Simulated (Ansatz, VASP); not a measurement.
FeBr4 in VASP and in Ansatz

```
CELL_PARAMETERS angstrom
6.96271 0.00000 0.00000
0.00000 6.96271 0.00000
0.00000 0.00000 4.21447
ATOMIC_POSITIONS crystal
Fe 0.00000 0.00000 0.64501
Br 0.82566 0.50000 0.62370
Br 0.17434 0.50000 0.62370
Br 0.50000 0.82566 0.62370
Br 0.50000 0.17434 0.62370
```

Alike in both runs: functional PBE; k mesh 2 × 2 × 3; occupations gaussian, width 0.15 eV; collinear spin.

Ansatz relaxed the structure, and its values are those at the end. VASP's run is a single point on that final structure, the one shown.

```csv
,VASP,Ansatz
version,VASP 6.6.1,Ansatz 0.2.0
potentials or method,"VASP PAW PBE potentials, release 64 (Fe, Br), cutoff 520 eV","scalar-relativistic, plane waves, PAW"
valence electrons in the cell,36,44
```

|  | VASP | Ansatz | Ansatz less VASP |
| --- | --- | --- | --- |
| gap on the k mesh at the Fermi level (eV) | none | none | - |
| pressure (GPa) | 0.4 | 0.5 | +0.02 |
| rms of the force components (eV/Å) | 0.033 | 0.016 | -0.0168 |
| net moment per atom (μB) | 0.84 | 0.87 | +0.027 |
| size of the moment on the site where the two differ most (μB) | 3.61 | 4.00 | +0.393 |

Site moments also hang on the region over which each program counts them. A gap of «none» marks a metal or a gap that the smearing closes. VASP's potentials hold 36 valence electrons a cell and Ansatz's 44, so a difference there can come from the potentials and not from the codes.

The k mesh is coarse, so the values compare programs but aren't converged.
